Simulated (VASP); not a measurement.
# CO2 (Pa-3) in VASP: notebook, part 2 of 2

VASP 6.6.1.

### Step 4. Electric field gradients, r2SCAN

Input file POSCAR:

```
CO2
1.0
    5.6200000000      0.0000000000      0.0000000000
    0.0000000000      5.6200000000      0.0000000000
    0.0000000000      0.0000000000      5.6200000000
C O
4 8
Direct
    0.0000000000      0.0000000000      0.0000000000
    0.5000000000      0.0000000000      0.5000000000
    0.5000000000      0.5000000000      0.0000000000
    0.0000000000      0.5000000000      0.5000000000
    0.1200167693      0.1200167693      0.1200167693
    0.3799832307      0.8799832307      0.6200167693
    0.6200167693      0.3799832307      0.8799832307
    0.8799832307      0.6200167693      0.3799832307
    0.8799832307      0.8799832307      0.8799832307
    0.6200167693      0.1200167693      0.3799832307
    0.3799832307      0.6200167693      0.1200167693
    0.1200167693      0.3799832307      0.6200167693
```

Input file INCAR.step1:

```
SYSTEM = CO2
ALGO     = Normal         ! electronic algorithm
EDIFF    = 1E-5           ! SCF threshold, eV
ENCUT    = 580            ! plane-wave cutoff, eV
GGA      = PE             ! functional
GGA_COMPAT= .False.      
ISMEAR   = -1             ! smearing method
LASPH    = .True.         ! aspherical terms in the spheres
LCHARG   = .False.        ! write CHGCAR
LREAL    = .False.        ! projectors in reciprocal space
LWAVE    = .True.         ! write WAVECAR
NBANDS   = 44             ! bands
NELM     = 120            ! most SCF steps
PREC     = Accurate       ! precision mode
SIGMA    = 0.02           ! smearing width, eV
```

Input file INCAR.step2:

```
SYSTEM = CO2
ALGO     = Normal         ! electronic algorithm
EDIFF    = 1E-7           ! SCF threshold, eV
ENCUT    = 580            ! plane-wave cutoff, eV
GGA_COMPAT= .False.      
ISIF     = 2              ! what is computed and relaxed
ISMEAR   = -1             ! smearing method
ISTART   = 1            
LASPH    = .True.         ! aspherical terms in the spheres
LCHARG   = .False.        ! write CHGCAR
LEFG     = .True.       
LMIXTAU  = .True.       
LREAL    = .False.        ! projectors in reciprocal space
LWAVE    = .False.        ! write WAVECAR
METAGGA  = R2SCAN         ! meta-GGA
NBANDS   = 44             ! bands
NELM     = 120            ! most SCF steps
PREC     = Accurate       ! precision mode
SIGMA    = 0.02           ! smearing width, eV
```

Input file KPOINTS:

```
k-points
0
Gamma
  4 4 4
  0 0 0
```

Potentials or basis: VASP PAW PBE potentials, release 64 (C, O).

Started as:

```console
cat potpaw_PBE.64/C/POTCAR potpaw_PBE.64/O/POTCAR > POTCAR
cp INCAR.step1 INCAR
mpirun -np 1 vasp_std > vasp.out
cp INCAR.step2 INCAR
mpirun -np 1 vasp_std > vasp.out
```

OUTCAR:

```text
SYSTEM = CO2
   EDIFF = 1E-7
   ENCUT = 580
   ISIF = 2
   ISMEAR = -1
   ISTART = 1
   LASPH = .True.
   LREAL = .False.
   METAGGA = R2SCAN
   NELM = 120
   PREC = Accurate

 ion  position               nearest neighbor table
   1  0.000  0.000  0.000-   5 1.17   9 1.17
   2  0.500  0.000  0.500-   6 1.17  10 1.17
   3  0.500  0.500  0.000-   7 1.17  11 1.17
   4  0.000  0.500  0.500-   8 1.17  12 1.17
   5  0.120  0.120  0.120-   1 1.17
   6  0.380  0.880  0.620-   2 1.17
   7  0.620  0.380  0.880-   3 1.17
   8  0.880  0.620  0.380-   4 1.17
   9  0.880  0.880  0.880-   1 1.17
  10  0.620  0.120  0.380-   2 1.17
  11  0.380  0.620  0.120-   3 1.17
  12  0.120  0.380  0.620-   4 1.17

  LATTYP: Found a simple cubic cell.
 ALAT       =     5.6200000000

  Lattice vectors:

 A1 = (   5.6200000000,   0.0000000000,   0.0000000000)
 A2 = (   0.0000000000,   5.6200000000,   0.0000000000)
 A3 = (   0.0000000000,   0.0000000000,   5.6200000000)

Analysis of symmetry for initial positions (statically):
=====================================================================
 Subroutine PRICEL returns:
[... 749 lines left out ...]
   1       0.000     0.000    -0.000   -28.498   -28.498   -28.498
   2       0.000     0.000     0.000   -28.498    28.498    28.498
   3       0.000     0.000    -0.000    28.498    28.498   -28.498
   4       0.000     0.000    -0.000    28.498   -28.498    28.498
   5      -0.000     0.000    -0.000    36.993    36.993    36.993
   6      -0.000     0.000    -0.000    36.993   -36.993   -36.993
   7      -0.000     0.000    -0.000   -36.993   -36.993    36.993
   8      -0.000     0.000    -0.000   -36.993    36.993   -36.993
   9      -0.000     0.000    -0.000    36.993    36.993    36.993
  10      -0.000     0.000    -0.000    36.993   -36.993   -36.993
  11      -0.000     0.000    -0.000   -36.993   -36.993    36.993
  12      -0.000     0.000    -0.000   -36.993    36.993   -36.993
---------------------------------------------------------------------

 Electric field gradients after diagonalization (V/A^2)
 (convention: |V_zz| > |V_xx| > |V_yy|)
----------------------------------------------------------------------
 ion       V_xx      V_yy      V_zz     asymmetry (V_yy - V_xx)/ V_zz
----------------------------------------------------------------------
   1      28.498    28.498   -56.996       0.000
   2      28.498    28.498   -56.996       0.000
   3      28.498    28.498   -56.996       0.000
   4      28.498    28.498   -56.996       0.000
   5     -36.993   -36.993    73.986       0.000
   6     -36.993   -36.993    73.986       0.000
   7     -36.993   -36.993    73.986       0.000
   8     -36.993   -36.993    73.986       0.000
   9     -36.993   -36.993    73.986       0.000
  10     -36.993   -36.993    73.986       0.000
  11     -36.993   -36.993    73.986       0.000
  12     -36.993   -36.993    73.986       0.000
----------------------------------------------------------------------

           NMR quadrupolar parameters

 Cq : quadrupolar parameter    Cq=e*Q*V_zz/h
 eta: asymmetry parameters     (V_yy - V_xx)/ V_zz
 Q  : nuclear electric quadrupole moment in mb (millibarn)
----------------------------------------------------------------------
 ion       Cq(MHz)       eta       Q (mb)
----------------------------------------------------------------------
   1      -0.138       0.000       1.000
   2      -0.138       0.000       1.000
   3      -0.138       0.000       1.000
   4      -0.138       0.000       1.000
   5       0.179       0.000       1.000
   6       0.179       0.000       1.000
   7       0.179       0.000       1.000
   8       0.179       0.000       1.000
   9       0.179       0.000       1.000
  10       0.179       0.000       1.000
  11       0.179       0.000       1.000
  12       0.179       0.000       1.000
----------------------------------------------------------------------
```

OUTCAR.step1:

```text
SYSTEM = CO2
   EDIFF = 1E-5
   ENCUT = 580
   GGA = PE
   ISMEAR = -1
   LASPH = .True.
   LREAL = .False.
   NELM = 120
[... 761 lines left out ...]
      3.48449      0.67449      2.13551         0.364465      0.364465     -0.364465
      2.13551      3.48449      0.67449        -0.364465      0.364465      0.364465
      0.67449      2.13551      3.48449         0.364465     -0.364465      0.364465
 -----------------------------------------------------------------------------------
    total drift:                                0.000000     -0.000000     -0.000000

  FREE ENERGIE OF THE ION-ELECTRON SYSTEM (eV)
  ---------------------------------------------------
  free  energy   TOTEN  =       -92.1554653882 eV

  energy  without entropy=      -92.1554653882  energy(sigma->0) =      -92.15546539
```

Run time: 15 min. Hardware: 1 thread of Intel Xeon 8259CL, shared host; peak memory 0.39 GiB.

Results:

```
Free energy            : -103.0995 eV
Pressure               : -0.9 GPa
Largest force          : 0.112 eV/Å
Band gap on the k mesh : 7.40 eV, direct
```

Forces in eV/Å, atoms in the order of the input:
```
C    0.000  0.000  0.000
C    0.000  0.000  0.000
C    0.000  0.000  0.000
C    0.000  0.000  0.000
O   -0.065 -0.065 -0.065
O    0.065  0.065 -0.065
O   -0.065  0.065  0.065
O    0.065 -0.065  0.065
O    0.065  0.065  0.065
O   -0.065 -0.065  0.065
O    0.065 -0.065 -0.065
O   -0.065  0.065 -0.065
```

Electric field gradients, principal values (V/Å²):
```tsv
atom	least	middle	greatest (by size)
1 C	28.498	28.498	-56.996
2 C	28.498	28.498	-56.996
3 C	28.498	28.498	-56.996
4 C	28.498	28.498	-56.996
5 O	-36.993	-36.993	73.986
6 O	-36.993	-36.993	73.986
7 O	-36.993	-36.993	73.986
8 O	-36.993	-36.993	73.986
9 O	-36.993	-36.993	73.986
10 O	-36.993	-36.993	73.986
11 O	-36.993	-36.993	73.986
12 O	-36.993	-36.993	73.986
```

Caveat: without QUAD_EFG the Cq values of the log hold for a quadrupole moment of 1 mb, not for the nuclei; the PAW data sets were made with another functional, which shifts forces and pressure a little. r2SCAN opens gaps a little over a GGA but as a rule still falls short of measured ones.

### Step 5. The runs side by side

```csv
level,cutoff (eV),gap on the mesh (eV),pressure (GPa),largest force (eV/Å)
PBE,520,7.66,50.0,19.69
r2SCAN,520,7.40,-0.7,0.09
r2SCAN,580,7.40,-0.9,0.11
```

Some of these runs hold the atoms at other places in the same cell, which the table doesn't show; runs alike in all that it shows share one row.

Alike in all rows: task electric field gradients; potentials or basis VASP PAW PBE potentials, release 64 (C, O); no spin polarisation; cell as given; k mesh 4 × 4 × 4; smearing fermi-dirac 0.02 eV.

On the cell as given the gap runs from 7.40 eV (r2SCAN) to 7.66 eV (PBE). The pressure there spans -0.9 GPa (r2SCAN) to 50.0 GPa (PBE); a positive pressure means that this level wants a larger cell, a negative one a smaller.

Caveats: the PAW data sets were made with another functional, which shifts forces and pressure a little (some runs); forces of over 1 eV/Å act on the atoms, so gaps and moduli don't describe the material at rest (some runs).

Total energies depend on the potentials used, so only differences within one code and one set of settings carry meaning.
